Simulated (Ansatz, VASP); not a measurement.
**Two plane-wave programs on TiB2**

```
Ti B
1.0
     4.07840    0.00000    0.00000
    -2.03920    3.53200    0.00000
     0.00000    0.00000    4.93159
Ti B
2 4
Direct
  0.33333 0.66667 0.25000
  0.66667 0.33333 0.75000
  0.00000 0.00000 0.00000
  0.00000 0.00000 0.50000
  0.66667 0.33333 0.25000
  0.33333 0.66667 0.75000
```

Alike in both runs: task single point; functional PBE; k mesh 6 × 6 × 4; occupations gaussian, width 0.1 eV; no spin polarisation.

|  | VASP | Ansatz |
| --- | --- | --- |
| version | VASP 6.6.1 | Ansatz 0.2.0 |
| potentials or method | VASP PAW PBE potentials, release 64 (Ti_sv, B), cutoff 520 eV | scalar-relativistic, plane waves, PAW |
| valence electrons in the cell | 36 | 36 |

Ansatz gave:

| Property | Result |
| --- | --- |
| gap on the k mesh at the Fermi level (eV) | none |
| pressure (GPa) | -27.3 |
| traceless stress, the component that is largest in VASP (GPa) | -8.11 |

Problem. What did VASP give for the same quantities?

Solution. gap on the k mesh at the Fermi level (eV): none; pressure (GPa): -27.3; traceless stress, the component that is largest in VASP (GPa): -8.10.

A gap of «none» marks a metal or a gap that the smearing closes.
